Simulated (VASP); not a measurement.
Set up this calculation in VASP 6.6.1, as the native input.

| Item | Value |
| --- | --- |
| Task | single point |
| Functional | r2SCAN |
| Potentials or basis | VASP PAW PBE potentials, release 64 (C, O) |
| Cutoff | 520 eV |
| k mesh | 6 × 6 × 4 |
| Occupations | gaussian, width 0.02 eV |
| Spin | no spin polarisation |
| Dipole correction | no |
| Further INCAR settings | ALGO = Normal; EDIFF = 1e-06; NBANDS = 25 |

CO2:

```
C O
1.0
     2.79018   -2.50124    0.00000
     2.79018    2.50124    0.00000
     0.00000    0.00000    6.66964
C O
2 4
Direct
  0.00000 0.00000 0.00000
  0.50000 0.50000 0.50000
  0.81313 0.18687 0.89686
  0.18687 0.81313 0.10314
  0.68687 0.31313 0.39686
  0.31313 0.68687 0.60314
```

One way to write it, as run:

POSCAR

```
CO2
1.0
    2.7901810843     -2.5012435129      0.0000000000
    2.7901810843      2.5012435129      0.0000000000
    0.0000000000      0.0000000000      6.6696380730
C O
2 4
Direct
    0.0000000000      0.0000000000      0.0000000000
    0.5000000000      0.5000000000      0.5000000000
    0.8131331638      0.1868668362      0.8968570872
    0.1868668362      0.8131331638      0.1031429128
    0.6868668362      0.3131331638      0.3968570872
    0.3131331638      0.6868668362      0.6031429128
```

INCAR.step1

```
SYSTEM = CO2
PREC = Accurate ; ENCUT = 520
ISMEAR = 0 ; SIGMA = 0.02
LREAL = .FALSE. ; LASPH = .TRUE.
NELM = 60 ; NBANDS = 25
GGA = PE ; ALGO = Normal
EDIFF = 1E-4 ; LWAVE = .TRUE.
LCHARG = .FALSE.
```

INCAR.step2

```
SYSTEM = CO2
PREC = Accurate ; ENCUT = 520
EDIFF = 1E-6 ; ISMEAR = 0
SIGMA = 0.02 ; LREAL = .FALSE.
LASPH = .TRUE. ; NELM = 60
ALGO = Normal ; ISIF = 2
LWAVE = .FALSE. ; LCHARG = .FALSE.
METAGGA = R2SCAN ; LMIXTAU = .TRUE.
NBANDS = 25 ; ISTART = 1
```

KPOINTS

```
regular mesh
0
G
  6 6 4
  0 0 0
```

Potentials or basis: VASP PAW PBE potentials, release 64 (C, O).

Run with:

```console
$ cat potpaw_PBE.64/C/POTCAR potpaw_PBE.64/O/POTCAR > POTCAR
$ cp INCAR.step1 INCAR
$ mpirun -np 1 vasp_std > vasp.out
$ cp INCAR.step2 INCAR
$ mpirun -np 1 vasp_std > vasp.out
```

Results of the run:

```json
{"Pressure": "1.5 GPa", "Largest force": "0.792 eV/Å", "Band gap on the k mesh": "7.23 eV (least direct gap 7.63 eV)"}
```

Caveat: the PAW data sets were made with another functional, which shifts forces and pressure a little.

It took 110 s on 1 thread of Intel(R) Xeon(R) 6975P-C (Granite Rapids) (shared host), peak memory 0.22 GiB.
